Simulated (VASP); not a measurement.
# P (R-3m) in VASP: a series of runs

The runs below take P through relaxation of cell and atoms, single point, with PBE+D3(BJ).

Program: VASP 6.6.1. These are calculated values, not measurements. Logs are shortened: lines on timing, memory, paths and dates and some standing lists are left out, and cuts for length are marked.

### 1 The cell of the first run

The structure is trigonal, space group R-3m (No. 166). Conventional cell: a = 3.356 Å, b = 3.356 Å, c = 8.217 Å, α = 90.00°, β = 90.00°, γ = 120.00°. Within 3.0 Å of P (site symmetry 3m) lie 6 P at 2.30 to 2.45 Å.

### 2 Relaxation of cell and atoms, PBE+D3(BJ), target pressure 7.4 GPa, at which the enthalpy is minimised

The input, INCAR:

```
SYSTEM = P
PREC     = Accurate       ! precision mode
ENCUT    = 600            ! plane-wave cutoff, eV
EDIFF    = 1E-6           ! SCF threshold, eV
ISMEAR   = 0              ! smearing method
SIGMA    = 0.1            ! smearing width, eV
LREAL    = .FALSE.        ! projectors in reciprocal space
LASPH    = .TRUE.         ! aspherical terms in the spheres
NELM     = 100            ! most SCF steps
ALGO     = Normal         ! electronic algorithm
ISIF     = 3              ! what is computed and relaxed
LWAVE    = .FALSE.        ! write WAVECAR
LCHARG   = .FALSE.        ! write CHGCAR
GGA      = PE             ! functional
IVDW     = 12             ! dispersion correction
IBRION   = 2              ! ionic algorithm
NSW      = 80             ! ionic steps
EDIFFG   = -0.05          ! ionic threshold
PSTRESS  = 74.0
```

The input, KPOINTS:

```
Automatic mesh
0
G
  9 9 9
  0 0 0
```

The input, POSCAR:

```
P
1.0
    1.6781203415      0.9688632309      2.7389241316
   -1.6781203415      0.9688632309      2.7389241316
    0.0000000000     -1.9377264618      2.7389241317
P
2
Direct
    0.2424253753      0.2424253753      0.2424253753
    0.7575746247      0.7575746247      0.7575746247
```

Potentials or basis: VASP PAW PBE potentials, release 64 (P).

On the command line:

```console
cat potpaw_PBE.64/P/POTCAR > POTCAR
mpirun -np 1 vasp_std > vasp.out
```

OUTCAR:

```text
SYSTEM = P
   PREC = Accurate
   ENCUT = 600
   EDIFF = 1E-6
   ISMEAR = 0
   LREAL = .FALSE.
   LASPH = .TRUE.
   NELM = 100
   ISIF = 3
   GGA = PE
   IVDW = 12
   IBRION = 2
   NSW = 80
   EDIFFG = -0.05
   PSTRESS = 74.0
 IVDW          = 12

 ion  position               nearest neighbor table
   1  0.242  0.242  0.242-   2 2.30   2 2.30   2 2.30   2 2.45   2 2.45   2 2.45
   2  0.758  0.758  0.758-   1 2.30   1 2.30   1 2.30   1 2.45   1 2.45   1 2.45

  LATTYP: Found a trigonal (rhomboedric) cell.
 ALAT       =     3.3550691855
 COS(alpha) =     0.4996507667

  Lattice vectors:

 A1 = (   1.6781203415,   0.9688632309,   2.7389241316)
 A2 = (  -1.6781203415,   0.9688632309,   2.7389241316)
 A3 = (   0.0000000000,  -1.9377264618,   2.7389241317)

Analysis of symmetry for initial positions (statically):
=====================================================================
 Subroutine PRICEL returns:
 Original cell was already a primitive cell.

 Routine SETGRP: Setting up the symmetry group for a
 trigonal (rhombohedral) supercell.

 Subroutine GETGRP returns: Found 12 space group operations
 (whereof 12 operations were pure point group operations)
 out of a pool of 12 trial point group operations.

The static configuration has the point symmetry D_3d.

Analysis of symmetry for dynamics (positions and initial velocities):
=====================================================================
 Subroutine PRICEL returns:
 Original cell was already a primitive cell.

 Routine SETGRP: Setting up the symmetry group for a
 trigonal (rhombohedral) supercell.

 Subroutine GETGRP returns: Found 12 space group operations
 (whereof 12 operations were pure point group operations)
 out of a pool of 12 trial point group operations.

The dynamic configuration has the point symmetry D_3d.

 Subroutine INISYM returns: Found 12 space group operations
 (whereof 12 operations are pure point group operations),
 and found     1 'primitive' translations

----------------------------------------------------------------------------------------

                                     Primitive cell

  volume of cell :      26.7188

  direct lattice vectors                    reciprocal lattice vectors
     1.678120341  0.968863231  2.738924132     0.297952410  0.172022904  0.121702288
    -1.678120341  0.968863231  2.738924132    -0.297952410  0.172022904  0.121702288
     0.000000000 -1.937726462  2.738924132     0.000000000 -0.344045808  0.121702288

  length of vectors
     3.355069185  3.355069185  3.355069186     0.364936933  0.364936933  0.364936933

  position of ions in fractional coordinates (direct lattice)
     0.242425375  0.242425375  0.242425375
     0.757574625  0.757574625  0.757574625

  ion indices of the primitive-cell ions
   primitive index   ion index
                 1           1
                 2           2

----------------------------------------------------------------------------------------

 KPOINTS: Automatic mesh

Automatic generation of k-mesh.
 Grid dimensions read from file:
 generate k-points for:    9    9    9

 Generating k-lattice:

  Cartesian coordinates                     Fractional coordinates (reciprocal lattice)
     0.033105823  0.019113656  0.013522476     0.111111111  0.000000000  0.000000000
    -0.033105823  0.019113656  0.013522476     0.000000000  0.111111111  0.000000000
     0.000000000 -0.038227312  0.013522476     0.000000000  0.000000000  0.111111111

  Length of vectors
     0.040548548  0.040548548  0.040548548

  Shift w.r.t. Gamma in fractional coordinates (k-lattice)
     0.000000000  0.000000000  0.000000000

 Subroutine IBZKPT returns following result:
 ===========================================

 Found     85 irreducible k-points:

 Following reciprocal coordinates:
            Coordinates               Weight
  0.000000  0.000000  0.000000      1.000000
  0.111111 -0.000000 -0.000000      6.000000
  0.222222  0.000000 -0.000000      6.000000
  0.333333  0.000000 -0.000000      6.000000
  0.444444  0.000000 -0.000000      6.000000
  0.111111  0.111111 -0.000000      6.000000
[... 16 lines left out ...]
 -0.333333  0.333333  0.000000      6.000000
  0.444444  0.444444 -0.000000      6.000000
 [... further k-points ...]
   k-points           NKPTS =     85   k-points in BZ     NKDIM =     85   number of bands    NBANDS=      9
   number of dos      NEDOS =    301   number of ions     NIONS =      2
   total plane-waves  NPLWV =  21952
   dimension x,y,z NGX =    28 NGY =   28 NGZ =   28
   dimension x,y,z NGXF=    56 NGYF=   56 NGZF=   56
   ions per type =               2
   NGX,Y,Z   is equivalent  to a cutoff of  13.87, 13.87, 13.87 a.u.
   NGXF,Y,Z  is equivalent  to a cutoff of  27.75, 27.75, 27.75 a.u.
 SYSTEM =  P
   PREC   = accura    normal or accurate (medium, high low for compatibility)
   ISTART =      0    job   : 0-new  1-cont  2-samecut
   ICHARG =      2    charge: 1-file 2-atom 10-const
   ISPIN  =      1    spin polarized calculation?
   LNONCOLLINEAR =      F non collinear calculations
   LSORBIT =      F    spin-orbit coupling
   LASPH  =      T    aspherical Exc in radial PAW
   ENCUT  =  600.0 eV  44.10 Ry    6.64 a.u.   6.70  6.70  6.70*2*pi/ulx,y,z
   NELM   =    100;   NELMIN=  2; NELMDL= -5     # of ELM steps
   EDIFF  = 0.1E-05   stopping-criterion for ELM
   LREAL  =      F    real-space projection
   EDIFFG = -.5E-01   stopping-criterion for IOM
   NSW    =     80    number of steps for IOM
   IBRION =      2    ionic relax: 0-MD 1-quasi-New 2-CG
   NFREE  =      1    steps in history (QN), initial steepest desc. (CG)
   ISIF   =      3    stress and relaxation
   ISYM   =      2    0-nonsym 1-usesym 2-fastsym
   POTIM  = 0.5000    time-step for ionic-motion
   TEBEG  =    0.0;   TEEND  =   0.0 temperature during run
   PSTRESS=   74.0 pullay stress
   NELECT =      10.0000    total number of electrons
   NUPDOWN=      -1.0000    fix difference up-down
   EMIN   =  10.00;   EMAX   =-10.00  energy-range for DOS
   EFERMI =   0.00;   METHOD = LEGACY
   ISMEAR =     0;   SIGMA  =   0.10  broadening in eV -4-tet -1-fermi 0-gaus
   EFERMI_NEDOS =   21; number of points for ismear=-14 and -15
   IALGO  =     38    algorithm
   IMIX   =      4    mixing-type and parameters
     AMIX     =   0.40;   BMIX     =  1.00
     AMIX_MAG =   1.60;   BMIX_MAG =  1.00
  volume/ion in A,a.u.               =      13.36        90.15
  Fermi-wavevector in a.u.,A,eV,Ry     =   1.179784  2.229469 18.937822  1.391891
  Thomas-Fermi vector in A             =   2.316089
   LORBIT       =      0    0 simple, 1 ext, 2 COOP (PROOUT), +10 PAW based schemes
   GGA     = PE    functional components
   LHFCALC =     F    Hartree Fock is set to
   AEXX    =    0.0000 exact exchange contribution
   IVDW    =    12    specifies the selected vdW correction
   LEPSILON=     F    determine dielectric tensor
   LRPA    =     F    only Hartree local field effects (RPA)
 conjugate gradient relaxation of ions
 non-spin polarized calculation
 Gauss-broadening in eV      SIGMA  =   0.10
  energy-cutoff  :      600.00
  volume of cell :       26.72
 maximum number of plane-waves:       908
   NGX = 13   NGY = 13   NGZ = 13

 number of electron      10.0000000 magnetization

 Free energy of the ion-electron system (eV)
  ---------------------------------------------------
  ext. energy  EPLUGINS =         0.00000000
  ---------------------------------------------------
  free energy    TOTEN  =       -10.45567003 eV

  energy without entropy =      -10.45281310  energy(sigma->0) =      -10.45424156

 E-fermi :  11.0409     XC(G=0): -11.6553

 val. band max:       10.9892623287   @ k =  -0.4444   0.4444   0.4444
 cond. band min:      11.0554839219   @ k =   0.4444   0.2222   0.2222
 fundamental gap:      0.0662215932
 Fermi energy:        11.0408762080

 k-point     1 :       0.0000    0.0000    0.0000
  band No.  band energies     occupation
      1      -6.5166      2.00000
      2       8.5601      2.00000
      3       8.5601      2.00000
      4       8.7161      2.00000
      5      10.3049      2.00000
      6      14.7643      0.00000
      7      15.0926      0.00000
      8      15.0926      0.00000
      9      16.6141      0.00000

 k-point     2 :       0.1111   -0.0000   -0.0000
  band No.  band energies     occupation
      1      -6.2905      2.00000
      2       6.6487      2.00000
      3       8.4958      2.00000
      4       8.6363      2.00000
      5      11.4262      0.00000
      6      14.4274      0.00000
      7      14.5686      0.00000
      8      15.3888      0.00000
      9      15.7670      0.00000

 k-point     3 :       0.2222    0.0000   -0.0000
  band No.  band energies     occupation
      1      -5.6146      2.00000
      2       3.9370      2.00000
      3       8.4069      2.00000
      4       8.5564      2.00000
      5      11.8540      0.00000
      6      12.7068      0.00000
      7      12.8011      0.00000
      8      14.8768      0.00000
      9      17.1128      0.00000

 k-point     4 :       0.3333    0.0000   -0.0000
  band No.  band energies     occupation
      1      -4.4971      2.00000
      2       1.3352      2.00000
      3       8.4548      2.00000
      4       8.6381      2.00000
      5      11.0579      0.80945
      6      11.2157      0.01342
      7      12.1990      0.00000
      8      13.8729      0.00000
      9      19.2092      0.00000
[... 205 lines left out ...]
 k-point    22 :      -0.4444    0.3333    0.0000
  band No.  band energies     occupation
      1      -1.5872      2.00000
      2       0.5369      2.00000
      3       2.6013      2.00000
      4       5.9262      2.00000
      5       7.1334      2.00000
      6      14.1424      0.00000
      7      15.4445      0.00000
      8      17.8830      0.00000
      9      20.5736      0.00000

 k-point    23 :      -0.3333    0.3333    0.0000
  band No.  band energies     occupation
      1      -1.2761      2.00000
      2      -0.4005      2.00000
      3       2.6833      2.00000
      4       6.5831      2.00000
      5       8.0445      2.00000
      6      13.8029      0.00000
      7      16.8808      0.00000
      8      16.9094      0.00000
      9      19.9769      0.00000

 k-point    24 :       0.4444    0.4444   -0.0000
  band No.  band energies     occupation
      1      -2.1846      2.00000
      2       1.9043      2.00000
      3       3.7451      2.00000
      4       5.2311      2.00000
      5       5.3453      2.00000
      6      11.3469      0.00002
      7      19.4565      0.00000
      8      19.5632      0.00000
      9      20.2601      0.00000

 [... further k-points ...]

------------------------ aborting loop because EDIFF is reached ----------------------------------------

 Edisp (eV)   -1.05812

 E8    (eV) :    -0.3995

  FORCE on cell =-STRESS in cart. coord.  units (eV):
  Direction    XX          YY          ZZ          XY          YZ          ZX
  --------------------------------------------------------------------------------------
  -------------------------------------------------------------------------------------
  Total       1.18163     1.18163     1.18692     0.00000    -0.00000     0.00000
  in kB      70.85557    70.85557    71.17282     0.00000    -0.00000     0.00000
  external pressure =       -3.04 kB  Pullay stress =       74.00 kB

 VOLUME and BASIS-vectors are now :
 -----------------------------------------------------------------------------
  energy-cutoff  :      600.00
  volume of cell :       26.72
      direct lattice vectors                 reciprocal lattice vectors
     1.678120341  0.968863231  2.738924132     0.297952410  0.172022904  0.121702288
    -1.678120341  0.968863231  2.738924132    -0.297952410  0.172022904  0.121702288
     0.000000000 -1.937726462  2.738924132     0.000000000 -0.344045808  0.121702288

 POSITION                                       TOTAL-FORCE (eV/Angst)
 -----------------------------------------------------------------------------------
      0.00000      0.00000      1.99195         0.000000      0.000000     -0.023998
      0.00000      0.00000      6.22482         0.000000      0.000000      0.023998
 -----------------------------------------------------------------------------------
    total drift:                                0.000000      0.000000     -0.000000

  FREE ENERGIE OF THE ION-ELECTRON SYSTEM (eV)
  ---------------------------------------------------
  free  energy   TOTEN  =       -11.5137938899 eV

  energy  without entropy=      -11.5109369653  energy(sigma->0) =      -11.51236543

  enthalpy is  TOTEN    =       -10.2797290857 eV   P V=        1.2340648043

 reached required accuracy - stopping structural energy minimisation
```

It took 18 s on 1 thread of Intel Xeon 6975P-C, shared host; peak memory 0.17 GiB.

What came out:

```yaml
Free_energy: -11.5138 eV
Pressure_after_relaxing: 7.1 GPa
Largest_force_after_relaxing: 0.024 eV/Å
Band_gap_on_the_k_mesh: zero (band 5 reaches 12.43 eV, above the bottom of band 6 at 10.02 eV)
Dispersion_energy_per_atom: -0.529 eV
```

Forces on the atoms (eV/Å):
```
P    0.000  0.000 -0.024
P    0.000  0.000  0.024
```

Final structure:
```
P
1.0
     1.67812    0.96886    2.73892
    -1.67812    0.96886    2.73892
     0.00000   -1.93773    2.73892
P
2
Cartesian
  0.0000 0.0000 1.9920
  0.0000 0.0000 6.2248
```

Levels at points of the mesh, in eV from the Fermi level:
```tsv
k point	band 3	band 4	band 5	band 6	band 7	band 8
(0.00, 0.00, 0.00)	-2.48	-2.32	-0.74	3.72	4.05	4.05
```

Caveat: the relaxation stopped at its first step, so nothing moved; the cell is relaxed towards a set pressure, so the enthalpy falls and the energy may rise; pairwise dispersion overbinds metals, which lowers pressure and volume; the relaxation stopped at a loose force limit of 0.05 eV/Å, so its end isn't a converged minimum.

### 3 Single point, PBE+D3(BJ) (volume scaled by 0.88, then relaxed in part)

The input, INCAR:

```
PREC = Accurate ; ENCUT = 520
EDIFF = 1E-6 ; ISMEAR = 0
SIGMA = 0.1 ; LREAL = F
LASPH = T ; NELM = 80
ALGO = Normal ; ISIF = 2
LWAVE = F ; LCHARG = F
GGA = PE ; IVDW = 12
NBANDS = 12
```

The input, KPOINTS:

```
regular mesh
0
Gamma
  15 15 15
```

The input, POSCAR:

```
P
1.0
    1.6640375341      0.9607325183      2.7160943753
   -1.6640375341      0.9607325183      2.7160943753
    0.0000000000     -1.9214650365      2.7160943754
P
2
Direct
    0.2446157931      0.2446157931      0.2446157931
    0.7553842069      0.7553842069      0.7553842069
```

Potentials or basis: VASP PAW PBE potentials, release 64 (P).

On the command line:

```console
cat potpaw_PBE.64/P/POTCAR > POTCAR
mpirun -np 1 vasp_std > vasp.out
```

Wall time 39 s (1 thread of Intel Xeon 6975P-C (Granite Rapids), shared host); peak memory 0.22 GiB.

The run converged. Its results:

| Item | Value |
| --- | --- |
| Free energy | -11.4849 eV |
| Pressure | 10.6 GPa |
| Largest force | 0.017 eV/Å |
| Band gap on the k mesh | zero (band 5 reaches 12.79 eV, above the bottom of band 6 at 10.14 eV) |
| Dispersion energy per atom | -0.543 eV |

Forces on the atoms (eV/Å):
```
P    0.000  0.000 -0.017
P    0.000  0.000  0.017
```

Stress tensor (GPa, compression positive):
```
10.60  0.00  0.00
 0.00 10.60  0.00
 0.00  0.00 10.67
```

Levels at points of the mesh, in eV from the Fermi level:
```
           k point  band 2  band 3  band 4  band 5  band 6  band 7  band 8  band 9
(0.00, 0.00, 0.00)   -2.44   -2.44   -2.35   -0.37    3.92    4.10    4.10    5.66
```

Caveat: pairwise dispersion overbinds metals, which lowers pressure and volume.

### 4 Single point, PBE+D3(BJ) (volume scaled by 0.91, then relaxed in part)

The input, INCAR:

```
SYSTEM = P
  PREC = Accurate
  ENCUT = 520
  EDIFF = 1E-6
  ISMEAR = 0
  SIGMA = 0.1
  LREAL = .False.
  LASPH = .True.
  NELM = 100
  ALGO = Normal
  ISIF = 2
  LWAVE = .False.
  LCHARG = .False.
  GGA = PE
  IVDW = 12
  NBANDS = 12
```

The input, KPOINTS:

```
regular mesh
0
Gamma
  15 15 15
  0 0 0
```

The input, POSCAR:

```
P
1.0
    1.6822483207      0.9712465208      2.7482080382
   -1.6822483207      0.9712465208      2.7482080382
    0.0000000000     -1.9424930415      2.7482080383
P
2
Direct
    0.2427649662      0.2427649662      0.2427649662
    0.7572350338      0.7572350338      0.7572350338
```

On the command line:

```console
cat potpaw_PBE.64/P/POTCAR > POTCAR
mpirun -np 1 vasp_std > vasp.out
```

Wall time 39 s (1 thread of Intel Xeon 6975P-C (Granite Rapids), shared host); peak memory 0.22 GiB.

It converged, with:

| Property | Result |
| --- | --- |
| Free energy | -11.5307 eV |
| Pressure | 5.8 GPa |
| Largest force | 0.024 eV/Å |
| Band gap on the k mesh | zero (band 5 reaches 12.00 eV, above the bottom of band 6 at 9.78 eV) |
| Dispersion energy per atom | -0.525 eV |

Forces in eV/Å, atoms in the order of the input:
```
P    0.000  0.000 -0.024
P    0.000  0.000  0.024
```

Levels at points of the mesh, in eV from the Fermi level:
```tsv
k point	band 1	band 2	band 3	band 4	band 5	band 6	band 7	band 8	band 9	band 10
(0.00, 0.00, 0.00)	-17.48	-2.48	-2.48	-2.35	-0.86	3.74	4.08	4.08	5.50	5.50
```

Caveat: pairwise dispersion overbinds metals, which lowers pressure and volume.

### 5 Summary

```tsv
task	cell	k mesh	cutoff (eV)	gap on the mesh (eV)	pressure (GPa)	largest force (eV/Å)
relaxation of cell and atoms	relaxed to 7.4 GPa from a = 3.355 Å, angles 60.0°, 2 atoms	9 × 9 × 9	600	none	7.1	0.02
single point	a = 3.327 Å, angles 60.0°, 2 atoms	15 × 15 × 15	520	none	10.6	0.02
single point	a = 3.365 Å, angles 60.0°, 2 atoms	15 × 15 × 15	520	none	5.8	0.02
```

Alike in all rows: level PBE+D3(BJ); potentials or basis VASP PAW PBE potentials, release 64 (P); no spin polarisation; smearing gaussian 0.1 eV.

Caveats: pairwise dispersion overbinds metals, which lowers pressure and volume; the relaxation stopped at its first step, so nothing moved (some runs); the cell is relaxed towards a set pressure, so the enthalpy falls and the energy may rise (some runs); the relaxation stopped at a loose force limit of 0.05 eV/Å, so its end isn't a converged minimum (some runs).

Total energies depend on the potentials used, so only differences within one code and one set of settings carry meaning.
